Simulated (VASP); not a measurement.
Write the native input for VASP 6.6.1 that does the following.

```
Task                   : relaxation of cell and atoms
Functional             : PBE
Potentials or basis    : VASP PAW PBE potentials, release 64 (Pb_d, F)
Cutoff                 : 600 eV
k mesh                 : 6 × 6 × 4
Occupations            : gaussian, width 0.1 eV
Spin                   : no spin polarisation
Dipole correction      : no
Further INCAR settings : ALGO = Normal; EDIFF = 1e-07; IBRION = 2; EDIFFG = -0.04; NSW = 90; ISIF = 3
```

The structure of Pb3F2 lies in POSCAR:

```
Pb3F2
1.0
    4.3543525575      0.0000000000      0.0000000000
   -2.1771762788      3.7709799318      0.0000000000
    0.0000000000      0.0000000000      6.7746652735
Pb F
3 2
Direct
    0.0000000000      0.0000000000      0.0000000000
    0.3333333333      0.6666666667      0.6450000000
    0.6666666667      0.3333333333      0.3550000000
    0.3333333333      0.6666666667      0.2450000000
    0.6666666667      0.3333333333      0.7550000000
```

One way to write it, as run:

INCAR

```
ALGO = Normal ; EDIFF = 1E-7
EDIFFG = -0.04 ; ENCUT = 600
GGA = PE ; IBRION = 2
ISIF = 3 ; ISMEAR = 0
LASPH = True ; LCHARG = False
LREAL = False ; LWAVE = False
NELM = 80 ; NSW = 90
PREC = Accurate ; SIGMA = 0.1
```

KPOINTS

```
k-points
0
Gamma
  6 6 4
```

Potentials or basis: VASP PAW PBE potentials, release 64 (Pb_d, F).

Run with:

```console
$ cat potpaw_PBE.64/Pb_d/POTCAR potpaw_PBE.64/F/POTCAR > POTCAR
$ mpirun -np 1 vasp_std > vasp.out
```

Results of the run:

| Property | Result |
| --- | --- |
| Relaxed volume | 24.75 Å³/atom |
| Relaxed cell | a = 4.054 Å, b = 4.054 Å, c = 8.693 Å, α = 90.00°, β = 90.00°, γ = 120.00° |
| Space group after relaxing (to 0.1 Å) | P-3m1 (No. 164) |
| Energy gained by relaxing | 296.3 meV/atom |
| Ionic steps | 48 |
| Pressure after relaxing | 0.1 GPa |
| Largest force after relaxing | 0.040 eV/Å |
| Band gap on the k mesh | zero (bands 28 and 29 overlap by 3.85 eV) |

Caveat: a cell axis changed by over 15 % at a fixed basis, so the end point is rough; spin-orbit coupling is left out, which moves the levels of the heavy elements.

Wall time 32 min on 1 thread of Intel(R) Xeon(R) 6975P-C (Granite Rapids), with other jobs on the host, peak memory 0.31 GiB.
